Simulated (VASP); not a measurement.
# F (Pm-3m) in VASP: a series of runs

F is run at these levels: PBE; tasks: single point.

Program: VASP 6.6.1. These are calculated values, not measurements. Logs are shortened: lines on timing, memory, paths and dates and some standing lists are left out, and cuts for length are marked.

## 1. The cell of the first run

The structure is cubic, space group Pm-3m (No. 221). Conventional cell: a = 2.115 Å, b = 2.115 Å, c = 2.115 Å, α = 90.00°, β = 90.00°, γ = 90.00°. Within 2.8 Å of F (site symmetry m-3m) lie 6 F at 2.12 Å.

## 2. Single point, PBE (volume scaled by 0.9)

INCAR

```
PREC = Accurate
ENCUT = 520
EDIFF = 1E-6
ISMEAR = -1
SIGMA = 0.05
LREAL = F
LASPH = T
NELM = 100
ALGO = Normal
ISIF = 2
LWAVE = F
LCHARG = T
GGA = PE
LELF = T
LVHAR = T
NBANDS = 10
```

KPOINTS

```
regular mesh
0
Gamma
  17 17 17
```

POSCAR

```
F
1.0
    2.1153186052      0.0000000000      0.0000000000
    0.0000000000      2.1153186052      0.0000000000
    0.0000000000      0.0000000000      2.1153186052
F
1
Direct
    0.0000000000      0.0000000000      0.0000000000
```

Potentials or basis: VASP PAW PBE potentials, release 64 (F).

Command:

```bash
$ cat potpaw_PBE.64/F/POTCAR > POTCAR
$ mpirun -np 1 vasp_std > vasp.out
```

OUTCAR:

```text
PREC = Accurate
   ENCUT = 520
   EDIFF = 1E-6
   ISMEAR = -1
   LREAL = F
   LASPH = T
   NELM = 100
   ISIF = 2
   GGA = PE

 ion  position               nearest neighbor table
   1  0.000  0.000  0.000-

  LATTYP: Found a simple cubic cell.
 ALAT       =     2.1153186052

  Lattice vectors:

 A1 = (   2.1153186052,   0.0000000000,   0.0000000000)
 A2 = (   0.0000000000,   2.1153186052,   0.0000000000)
 A3 = (   0.0000000000,   0.0000000000,   2.1153186052)

Analysis of symmetry for initial positions (statically):
=====================================================================
 Subroutine PRICEL returns:
 Original cell was already a primitive cell.

 Routine SETGRP: Setting up the symmetry group for a
 simple cubic supercell.

 Subroutine GETGRP returns: Found 48 space group operations
 (whereof 48 operations were pure point group operations)
 out of a pool of 48 trial point group operations.

The static configuration has the point symmetry O_h .

Analysis of symmetry for dynamics (positions and initial velocities):
=====================================================================
 Subroutine PRICEL returns:
 Original cell was already a primitive cell.

 Routine SETGRP: Setting up the symmetry group for a
 simple cubic supercell.

 Subroutine GETGRP returns: Found 48 space group operations
 (whereof 48 operations were pure point group operations)
 out of a pool of 48 trial point group operations.

The dynamic configuration has the point symmetry O_h .

 Subroutine INISYM returns: Found 48 space group operations
 (whereof 48 operations are pure point group operations),
 and found     1 'primitive' translations

----------------------------------------------------------------------------------------

                                     Primitive cell

  volume of cell :       9.4651

  direct lattice vectors                    reciprocal lattice vectors
     2.115318605  0.000000000  0.000000000     0.472742025  0.000000000  0.000000000
     0.000000000  2.115318605  0.000000000     0.000000000  0.472742025  0.000000000
     0.000000000  0.000000000  2.115318605     0.000000000  0.000000000  0.472742025

  length of vectors
     2.115318605  2.115318605  2.115318605     0.472742025  0.472742025  0.472742025

  position of ions in fractional coordinates (direct lattice)
     0.000000000  0.000000000  0.000000000

  ion indices of the primitive-cell ions
   primitive index   ion index
[... 76 lines left out ...]
   NSW    =      0    number of steps for IOM
   IBRION =     -1    ionic relax: 0-MD 1-quasi-New 2-CG
   NFREE  =      0    steps in history (QN), initial steepest desc. (CG)
   ISIF   =      2    stress and relaxation
   ISYM   =      2    0-nonsym 1-usesym 2-fastsym
   POTIM  = 0.5000    time-step for ionic-motion
   TEBEG  =    0.0;   TEEND  =   0.0 temperature during run
   PSTRESS=    0.0 pullay stress
   NELECT =       7.0000    total number of electrons
   NUPDOWN=      -1.0000    fix difference up-down
   EMIN   =  10.00;   EMAX   =-10.00  energy-range for DOS
   EFERMI =   0.00;   METHOD = LEGACY
   ISMEAR =    -1;   SIGMA  =   0.05  broadening in eV -4-tet -1-fermi 0-gaus
   EFERMI_NEDOS =   21; number of points for ismear=-14 and -15
   IALGO  =     38    algorithm
   IMIX   =      4    mixing-type and parameters
     AMIX     =   0.40;   BMIX     =  1.00
     AMIX_MAG =   1.60;   BMIX_MAG =  1.00
  volume/ion in A,a.u.               =       9.47        63.87
  Fermi-wavevector in a.u.,A,eV,Ry     =   1.480466  2.797675 29.820965  2.191779
  Thomas-Fermi vector in A             =   2.594497
   LORBIT       =      0    0 simple, 1 ext, 2 COOP (PROOUT), +10 PAW based schemes
   GGA     = PE    functional components
   LHFCALC =     F    Hartree Fock is set to
   AEXX    =    0.0000 exact exchange contribution
   IVDW    =     0    specifies the selected vdW correction
   LEPSILON=     F    determine dielectric tensor
   LRPA    =     F    only Hartree local field effects (RPA)
 non-spin polarized calculation
  energy-cutoff  :      520.00
  volume of cell :        9.47
 maximum number of plane-waves:       280
 NGX is ok and might be reduce to    16
   NGX =  7   NGY =  7   NGZ =  7

 number of electron       6.9999989 magnetization

 Free energy of the ion-electron system (eV)
  ---------------------------------------------------
  ext. energy  EPLUGINS =         0.00000000
  ---------------------------------------------------
  free energy    TOTEN  =        -1.02450879 eV

  energy without entropy =       -1.01207563  energy(sigma->0) =       -1.01829221

 E-fermi :  -2.1520     XC(G=0): -10.4952

 val. band max:       -2.1530174773   @ k =   0.1176   0.1176   0.0000
 cond. band min:      -2.1513439102   @ k =   0.4706   0.2353   0.1176
 fundamental gap:      0.0016735671
 Fermi energy:        -2.1520440682

 k-point     1 :       0.0000    0.0000    0.0000
  band No.  band energies     occupation
      1     -25.3039      2.00000
      2      -2.2849      1.86891
      3      -2.2849      1.86891
      4      -2.2849      1.86891
      5      11.0219      0.00000
      6      27.0676      0.00000
      7      27.0676      0.00000
      8      39.8884      0.00000
      9      39.8884      0.00000
     10      39.8884      0.00000
[... 287 lines left out ...]
 k-point    24 :       0.4706    0.1176    0.0000
  band No.  band energies     occupation
      1     -23.5824      2.00000
      2      -7.5635      2.00000
      3      -2.4020      1.98660
      4      -1.7061      0.00027
      5      17.1488      0.00000
      6      20.9879      0.00000
      7      32.0820      0.00000
      8      33.1973      0.00000
      9      36.8822      0.00000
     10      43.3613      0.00000

 [... further k-points ...]

------------------------ aborting loop because EDIFF is reached ----------------------------------------

  FORCE on cell =-STRESS in cart. coord.  units (eV):
  Direction    XX          YY          ZZ          XY          YZ          ZX
  --------------------------------------------------------------------------------------
  -------------------------------------------------------------------------------------
  Total        0.4595997      0.4595997      0.4595997      0.0000000      0.0000000     -0.0000000
  in kB       77.7970256     77.7970256     77.7970256      0.0000000      0.0000000     -0.0000000
  external PRESSURE =      77.7970256 kB  Pullay stress =       0.0000000 kB

 VOLUME and BASIS-vectors are now :
 -----------------------------------------------------------------------------
  energy-cutoff  :      520.00
  volume of cell :        9.47
      direct lattice vectors                 reciprocal lattice vectors
     2.115318605  0.000000000  0.000000000     0.472742025  0.000000000  0.000000000
     0.000000000  2.115318605  0.000000000     0.000000000  0.472742025  0.000000000
     0.000000000  0.000000000  2.115318605     0.000000000  0.000000000  0.472742025

 POSITION                                       TOTAL-FORCE (eV/Angst)
 -----------------------------------------------------------------------------------
      0.00000      0.00000      0.00000         0.000000      0.000000      0.000000
 -----------------------------------------------------------------------------------
    total drift:                               -0.000000     -0.000000      0.000000

  FREE ENERGIE OF THE ION-ELECTRON SYSTEM (eV)
  ---------------------------------------------------
  free  energy   TOTEN  =        -1.0245087913 eV

  energy  without entropy=       -1.0120756306  energy(sigma->0) =       -1.01829221
```

stdout:

```text
POSCAR found type information on POSCAR F
 POSCAR found :  1 types and       1 ions
 scaLAPACK will be used
 LDA part: xc-table for (Slater+PW92), standard interpolation
 POSCAR, INCAR and KPOINTS ok, starting setup
 FFT: planning ... GRIDC
 FFT: planning ... GRID_SOFT
 FFT: planning ... GRID
 WAVECAR not read
 entering main loop
```

Wall time 3.5 s (1 thread of Intel Xeon Platinum 8375C at 2.90GHz (Ice Lake), shared host); peak memory 0.12 GiB.

Results:

```
Free energy : -1.0245 eV
Pressure    : 7.8 GPa
```

Caveat: an odd number of electrons without spin polarisation forces a metal; a magnetic or distorted state may lie lower.

(Continued in part 2 of 2.)
